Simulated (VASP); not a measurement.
# TiB (Pnma) in VASP: single point with r2SCAN

Aim: the single point of TiB with r2SCAN.

All numbers are computed with VASP 6.6.1; they aren't measurements. Logs are shortened: lines on timing, memory, paths and dates and some standing lists are left out, and cuts for length are marked.

### Step 1. The cell of the first run

It takes space group Pnma (No. 62, orthorhombic). Conventional cell: a = 6.222 Å, b = 3.100 Å, c = 4.657 Å, α = 90.00°, β = 90.00°, γ = 90.00°. Ti (site symmetry m) has 7 B at 2.39 to 2.62 Å and 8 Ti at 2.94 to 3.10 Å within 3.2 Å. B (site symmetry m) has 2 B at 1.83 Å and 5 Ti at 2.39 to 2.40 Å within 2.4 Å.

### Step 2. Single point, r2SCAN (volume scaled by 1.06, then relaxed in part)

File POSCAR:

```
TiB
1.0
    6.2223215773      0.0000000000      0.0000000000
    0.0000000000      3.0998445920      0.0000000000
    0.0000000000      0.0000000000      4.6573139370
Ti B
4 4
Direct
    0.1782685541      0.2500000000      0.1241814628
    0.8217314459      0.7500000000      0.8758185372
    0.3217314459      0.7500000000      0.6241814628
    0.6782685541      0.2500000000      0.3758185372
    0.0294057196      0.2500000000      0.5970693902
    0.9705942804      0.7500000000      0.4029306098
    0.4705942804      0.7500000000      0.0970693902
    0.5294057196      0.2500000000      0.9029306098
```

File INCAR.step1:

```
PREC = Accurate
ENCUT = 520
ISMEAR = 0
SIGMA = 0.1
LREAL = False
LASPH = True
NELM = 60
NBANDS = 40
GGA = PE
ALGO = Normal
EDIFF = 1E-4
LWAVE = True
LCHARG = False
```

File INCAR.step2:

```
PREC = Accurate
ENCUT = 520
EDIFF = 1E-6
ISMEAR = 0
SIGMA = 0.1
LREAL = False
LASPH = True
NELM = 60
ALGO = Normal
ISIF = 2
LWAVE = False
LCHARG = False
METAGGA = R2SCAN
LMIXTAU = True
NBANDS = 40
ISTART = 1
```

File KPOINTS:

```
regular mesh
0
Gamma
  6 12 8
```

Potentials or basis: VASP PAW PBE potentials, release 64 (Ti_sv, B).

On the command line:

```console
$ cat potpaw_PBE.64/Ti_sv/POTCAR potpaw_PBE.64/B/POTCAR > POTCAR
$ cp INCAR.step1 INCAR
$ mpirun -np 1 vasp_std > vasp.out
$ cp INCAR.step2 INCAR
$ mpirun -np 1 vasp_std > vasp.out
```

OUTCAR:

```text
PREC = Accurate
   ENCUT = 520
   EDIFF = 1E-6
   ISMEAR = 0
   LREAL = False
   LASPH = True
   NELM = 60
   ISIF = 2
   METAGGA = R2SCAN
   ISTART = 1

 ion  position               nearest neighbor table
   1  0.178  0.250  0.124-   5 2.39   7 2.39   7 2.39   6 2.40   6 2.40   8 2.42
   2  0.822  0.750  0.876-   6 2.39   8 2.39   8 2.39   5 2.40   5 2.40   7 2.42
   3  0.322  0.750  0.624-   7 2.39   5 2.39   5 2.39   8 2.40   8 2.40   6 2.42
   4  0.678  0.250  0.376-   8 2.39   6 2.39   6 2.39   7 2.40   7 2.40   5 2.42
   5  0.029  0.250  0.597-   6 1.83   6 1.83   1 2.39   3 2.39   3 2.39   2 2.40   2 2.40   4 2.42

   6  0.971  0.750  0.403-   5 1.83   5 1.83   2 2.39   4 2.39   4 2.39   1 2.40   1 2.40   3 2.42

   7  0.471  0.750  0.097-   8 1.83   8 1.83   3 2.39   1 2.39   1 2.39   4 2.40   4 2.40   2 2.42

   8  0.529  0.250  0.903-   7 1.83   7 1.83   4 2.39   2 2.39   2 2.39   3 2.40   3 2.40   1 2.42

  LATTYP: Found a simple orthorhombic cell.
 ALAT       =     3.0998445920
 B/A-ratio  =     1.5024346540
 C/A-ratio  =     2.0073011381

  Lattice vectors:

 A1 = (   0.0000000000,   3.0998445920,   0.0000000000)
 A2 = (   0.0000000000,   0.0000000000,   4.6573139370)
 A3 = (   6.2223215773,   0.0000000000,   0.0000000000)

Analysis of symmetry for initial positions (statically):
=====================================================================
 Subroutine PRICEL returns:
 Original cell was already a primitive cell.

 Routine SETGRP: Setting up the symmetry group for a
 simple orthorhombic supercell.

 Subroutine GETGRP returns: Found  8 space group operations
 (whereof  2 operations were pure point group operations)
 out of a pool of  8 trial point group operations.

The static configuration has the point symmetry S_2 .
 The point group associated with its full space group is D_2h.

Analysis of symmetry for dynamics (positions and initial velocities):
=====================================================================
 Subroutine PRICEL returns:
 Original cell was already a primitive cell.

 Routine SETGRP: Setting up the symmetry group for a
 simple orthorhombic supercell.

 Subroutine GETGRP returns: Found  8 space group operations
 (whereof  2 operations were pure point group operations)
 out of a pool of  8 trial point group operations.

The dynamic configuration has the point symmetry S_2 .
 The point group associated with its full space group is D_2h.

 Subroutine INISYM returns: Found  8 space group operations
 (whereof  2 operations are pure point group operations),
 and found     1 'primitive' translations

----------------------------------------------------------------------------------------

                                     Primitive cell

  volume of cell :      89.8313

  direct lattice vectors                    reciprocal lattice vectors
     6.222321577  0.000000000  0.000000000     0.160711720  0.000000000  0.000000000
     0.000000000  3.099844592  0.000000000     0.000000000  0.322596817  0.000000000
     0.000000000  0.000000000  4.657313937     0.000000000  0.000000000  0.214716039

  length of vectors
     6.222321577  3.099844592  4.657313937     0.160711720  0.322596817  0.214716039

  position of ions in fractional coordinates (direct lattice)
     0.178268554  0.250000000  0.124181463
     0.821731446  0.750000000  0.875818537
     0.321731446  0.750000000  0.624181463
     0.678268554  0.250000000  0.375818537
     0.029405720  0.250000000  0.597069390
     0.970594280  0.750000000  0.402930610
     0.470594280  0.750000000  0.097069390
     0.529405720  0.250000000  0.902930610

  ion indices of the primitive-cell ions
   primitive index   ion index
                 1           1
                 2           2
                 3           3
                 4           4
                 5           5
                 6           6
                 7           7
                 8           8

----------------------------------------------------------------------------------------

 KPOINTS: regular mesh

Automatic generation of k-mesh.
 Grid dimensions read from file:
 generate k-points for:    6   12    8

 Generating k-lattice:

  Cartesian coordinates                     Fractional coordinates (reciprocal lattice)
     0.026785287  0.000000000  0.000000000     0.166666667  0.000000000  0.000000000
     0.000000000  0.026883068  0.000000000     0.000000000  0.083333333  0.000000000
     0.000000000  0.000000000  0.026839505     0.000000000  0.000000000  0.125000000

  Length of vectors
     0.026785287  0.026883068  0.026839505

  Shift w.r.t. Gamma in fractional coordinates (k-lattice)
     0.000000000  0.000000000  0.000000000

 Subroutine IBZKPT returns following result:
 ===========================================

 Found    140 irreducible k-points:

 Following reciprocal coordinates:
            Coordinates               Weight
  0.000000  0.000000  0.000000      1.000000
  0.166667  0.000000  0.000000      2.000000
  0.333333  0.000000  0.000000      2.000000
  0.500000  0.000000  0.000000      1.000000
  0.000000  0.083333  0.000000      2.000000
  0.166667  0.083333  0.000000      4.000000
[... 16 lines left out ...]
  0.333333  0.416667  0.000000      4.000000
  0.500000  0.416667  0.000000      2.000000
 [... further k-points ...]
   k-points           NKPTS =    140   k-points in BZ     NKDIM =    140   number of bands    NBANDS=     40
   number of dos      NEDOS =    301   number of ions     NIONS =      8
   total plane-waves  NPLWV =  41472
   dimension x,y,z NGX =    48 NGY =   24 NGZ =   36
   dimension x,y,z NGXF=    96 NGYF=   48 NGZF=   72
   ions per type =               4   4
   NGX,Y,Z   is equivalent  to a cutoff of  12.82, 12.87, 12.85 a.u.
   NGXF,Y,Z  is equivalent  to a cutoff of  25.65, 25.74, 25.70 a.u.
 SYSTEM =  unknown system
   PREC   = accura    normal or accurate (medium, high low for compatibility)
   ISTART =      1    job   : 0-new  1-cont  2-samecut
   ICHARG =      0    charge: 1-file 2-atom 10-const
   ISPIN  =      1    spin polarized calculation?
   LNONCOLLINEAR =      F non collinear calculations
   LSORBIT =      F    spin-orbit coupling
   LASPH  =      T    aspherical Exc in radial PAW
   ENCUT  =  520.0 eV  38.22 Ry    6.18 a.u.  11.57  5.76  8.66*2*pi/ulx,y,z
   NELM   =     60;   NELMIN=  2; NELMDL=  0     # of ELM steps
   EDIFF  = 0.1E-05   stopping-criterion for ELM
   LREAL  =      F    real-space projection
   EDIFFG = 0.1E-04   stopping-criterion for IOM
   NSW    =      0    number of steps for IOM
   IBRION =     -1    ionic relax: 0-MD 1-quasi-New 2-CG
   NFREE  =      0    steps in history (QN), initial steepest desc. (CG)
   ISIF   =      2    stress and relaxation
   ISYM   =      2    0-nonsym 1-usesym 2-fastsym
   POTIM  = 0.5000    time-step for ionic-motion
   TEBEG  =    0.0;   TEEND  =   0.0 temperature during run
   PSTRESS=    0.0 pullay stress
   NELECT =      60.0000    total number of electrons
   NUPDOWN=      -1.0000    fix difference up-down
   EMIN   =  10.00;   EMAX   =-10.00  energy-range for DOS
   EFERMI =   0.00;   METHOD = LEGACY
   ISMEAR =     0;   SIGMA  =   0.10  broadening in eV -4-tet -1-fermi 0-gaus
   EFERMI_NEDOS =   21; number of points for ismear=-14 and -15
   IALGO  =     38    algorithm
   IMIX   =      4    mixing-type and parameters
     AMIX     =   0.40;   BMIX     =  1.00
     AMIX_MAG =   1.60;   BMIX_MAG =  1.00
  volume/ion in A,a.u.               =      11.23        75.78
  Fermi-wavevector in a.u.,A,eV,Ry     =   1.431032  2.704258 27.862718  2.047852
  Thomas-Fermi vector in A             =   2.550813
   LORBIT       =      0    0 simple, 1 ext, 2 COOP (PROOUT), +10 PAW based schemes
   METAGGA = R2SCAN    functional components
   LHFCALC =     F    Hartree Fock is set to
   AEXX    =    0.0000 exact exchange contribution
   IVDW    =     0    specifies the selected vdW correction
   LEPSILON=     F    determine dielectric tensor
   LRPA    =     F    only Hartree local field effects (RPA)
 non-spin polarized calculation
 Gauss-broadening in eV      SIGMA  =   0.10
  energy-cutoff  :      520.00
  volume of cell :       89.83
 maximum number of plane-waves:      2453
 NGX is ok and might be reduce to    48
   NGX = 23   NGY = 11   NGZ = 17

 number of electron      60.0000004 magnetization

 Free energy of the ion-electron system (eV)
  ---------------------------------------------------
  ext. energy  EPLUGINS =         0.00000000
  ---------------------------------------------------
  free energy    TOTEN  =       -88.16719127 eV

  energy without entropy =      -88.14821526  energy(sigma->0) =      -88.15770327

 E-fermi :   8.2671     XC(G=0): -13.0462

 val. band max:        8.2647838246   @ k =   0.1667   0.0833   0.2500
 cond. band min:       8.2680783712   @ k =   0.0000   0.4167   0.2500
 fundamental gap:      0.0032945467
 Fermi energy:         8.2671150467

 k-point     1 :       0.0000    0.0000    0.0000
  band No.  band energies     occupation
      1     -50.6003      2.00000
      2     -50.5548      2.00000
      3     -50.5146      2.00000
      4     -50.4871      2.00000
      5     -25.9853      2.00000
      6     -25.9792      2.00000
[... 32 lines left out ...]
     39      11.1798      0.00000
     40      11.7753      0.00000

 k-point     2 :       0.1667    0.0000    0.0000
  band No.  band energies     occupation
      1     -50.5980      2.00000
      2     -50.5596      2.00000
      3     -50.5110      2.00000
      4     -50.4881      2.00000
      5     -25.9879      2.00000
      6     -25.9828      2.00000
[... 935 lines left out ...]
     39      11.8006      0.00000
     40      11.8118      0.00000

 k-point    24 :       0.5000    0.4167    0.0000
  band No.  band energies     occupation
      1     -50.5311      2.00000
      2     -50.5311      2.00000
      3     -50.5091      2.00000
      4     -50.5091      2.00000
      5     -25.9037      2.00000
      6     -25.9037      2.00000
[... 32 lines left out ...]
     39      11.7513      0.00000
     40      11.7513      0.00000

 [... further k-points ...]

------------------------ aborting loop because EDIFF is reached ----------------------------------------

  FORCE on cell =-STRESS in cart. coord.  units (eV):
  Direction    XX          YY          ZZ          XY          YZ          ZX
  --------------------------------------------------------------------------------------
  -------------------------------------------------------------------------------------
  Total       -5.8750399     -5.9919362     -5.9241397      0.0000000      0.0000000      0.0000000
  in kB     -104.7836476   -106.8685391   -105.6593622      0.0000000      0.0000000      0.0000000
  external PRESSURE =    -105.7705163 kB  Pullay stress =       0.0000000 kB

 VOLUME and BASIS-vectors are now :
 -----------------------------------------------------------------------------
  energy-cutoff  :      520.00
  volume of cell :       89.83
      direct lattice vectors                 reciprocal lattice vectors
     6.222321577  0.000000000  0.000000000     0.160711720  0.000000000  0.000000000
     0.000000000  3.099844592  0.000000000     0.000000000  0.322596817  0.000000000
     0.000000000  0.000000000  4.657313937     0.000000000  0.000000000  0.214716039

 POSITION                                       TOTAL-FORCE (eV/Angst)
 -----------------------------------------------------------------------------------
      1.10924      0.77496      0.57835        -0.009607      0.000000     -0.009878
      5.11308      2.32488      4.07896         0.009607     -0.000000      0.009878
      2.00192      2.32488      2.90701         0.009607     -0.000000     -0.009878
      4.22041      0.77496      1.75030        -0.009607      0.000000      0.009878
      0.18297      0.77496      2.78074         0.001636     -0.000000      0.006364
      6.03935      2.32488      1.87657        -0.001636      0.000000     -0.006364
      2.92819      2.32488      0.45208        -0.001636     -0.000000      0.006364
      3.29413      0.77496      4.20523         0.001636      0.000000     -0.006364
 -----------------------------------------------------------------------------------
    total drift:                                0.000000     -0.000000      0.000000

  FREE ENERGIE OF THE ION-ELECTRON SYSTEM (eV)
  ---------------------------------------------------
  free  energy   TOTEN  =       -88.1671912683 eV

  energy  without entropy=      -88.1482152618  energy(sigma->0) =      -88.15770327
```

Wall time 19 min (1 thread of AMD EPYC 7R13, shared host); peak memory 0.47 GiB.

Results:

| Quantity | Value |
| --- | --- |
| Free energy | -88.1672 eV |
| Pressure | -10.6 GPa |
| Largest force | 0.014 eV/Å |
| Band gap on the k mesh | zero (band 30 reaches 9.22 eV, above the bottom of band 31 at 7.50 eV) |

Forces on the atoms (eV/Å):
```
Ti  -0.010  0.000 -0.010
Ti   0.010  0.000  0.010
Ti   0.010  0.000 -0.010
Ti  -0.010  0.000  0.010
B    0.002  0.000  0.006
B   -0.002  0.000 -0.006
B   -0.002  0.000  0.006
B    0.002  0.000 -0.006
```

Caveat: the PAW data sets were made with another functional, which shifts forces and pressure a little.
